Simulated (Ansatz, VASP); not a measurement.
# Al: VASP beside Ansatz

```
CELL_PARAMETERS angstrom
-1.59437 1.59437 1.59437
1.59437 -1.59437 1.59437
1.59437 1.59437 -1.59437
ATOMIC_POSITIONS crystal
Al 0.00000 0.00000 0.00000
```

Alike in both runs: task single point; functional r2SCAN; k mesh 26 × 26 × 26; occupations gaussian, width 0.15 eV; no spin polarisation.

|  | VASP | Ansatz |
| --- | --- | --- |
| version | VASP 6.6.1 | Ansatz 0.2.0 |
| potentials or method | VASP PAW PBE potentials, release 64 (Al), cutoff 520 eV | scalar-relativistic, plane waves, PAW |
| valence electrons in the cell | 3 | 3 |

```tsv
	VASP	Ansatz	Ansatz less VASP
gap on the k mesh at the Fermi level (eV)	none	none	-
pressure (GPa)	-0.4	0.0	+0.31
```

VASP's potentials were made for PBE, not for r2SCAN. A gap of «none» marks a metal or a gap that the smearing closes. The functional is the same, so the differences come from potentials, cutoffs and numerics.
